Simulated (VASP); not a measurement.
A run of VASP 6.6.1 is set up as follows.

The input INCAR:

```
SYSTEM = CsP5Pd2
  PREC = Accurate
  ENCUT = 520
  EDIFF = 1E-7
  ISMEAR = 0
  SIGMA = 0.1
  LREAL = Auto
  LASPH = .True.
  NELM = 100
  ALGO = Normal
  ISIF = 2
  LWAVE = .False.
  LCHARG = .False.
  GGA = PE
  NBANDS = 68
```

File KPOINTS:

```
Automatic mesh
0
Gamma
  2 3 2
  0 0 0
```

Contents of POSCAR:

```
CsP5Pd2
1.0
   -3.4976060000      4.2511670000      5.8111160000
    7.0147430000      0.0073460000      0.0064140000
    3.5065180000      4.2566650000     -5.8097620000
Cs Pd P
2 4 10
Direct
    0.6265952829      0.3865389814      0.8479984438
    0.3783381625      0.6310329927      0.1177651331
    0.0047199207      0.0051875398      0.0169014290
    0.5009935055      0.0141630655      0.5004596087
    0.9766323561      0.9798748222      0.4993147443
    0.9968804032      0.5059285596      0.4904962866
    0.3442107825      0.0924905379      0.1583352330
    0.6944585969      0.9415440820      0.8488964828
    0.0532966729      0.3824579898      0.8207966581
    0.6733499317      0.8803139898      0.4573794754
    0.9248967374      0.1405296065      0.1800778734
    0.3135106072      0.6345637761      0.5173476294
    0.9086345801      0.6078829889      0.1671703433
    0.3162340457      0.1405757099      0.5559123378
    0.0770707854      0.8827386027      0.8250460449
    0.6814108877      0.3786046187      0.4495886548
```

Potentials or basis: VASP PAW PBE potentials, release 64 (Cs_sv, Pd, P).

Command:

```sh
$ cat potpaw_PBE.64/Cs_sv/POTCAR potpaw_PBE.64/Pd/POTCAR potpaw_PBE.64/P/POTCAR > POTCAR
$ mpirun -np 1 vasp_std > vasp.out
```

(1) What does it give for the band gap on the k mesh?

(2) What does it give for the largest force?

(3) Predict the pressure.

Answers

(1) zero (bands 54 and 55 overlap by 0.14 eV).

(2) 1.676 eV/Å.

(3) 8.2 GPa.

Caveat: the k points lie up to 0.46 Å⁻¹ apart; spin-orbit coupling is left out, which moves the levels of the heavy elements; forces of over 1 eV/Å act on the atoms, so gaps and moduli don't describe the material at rest.
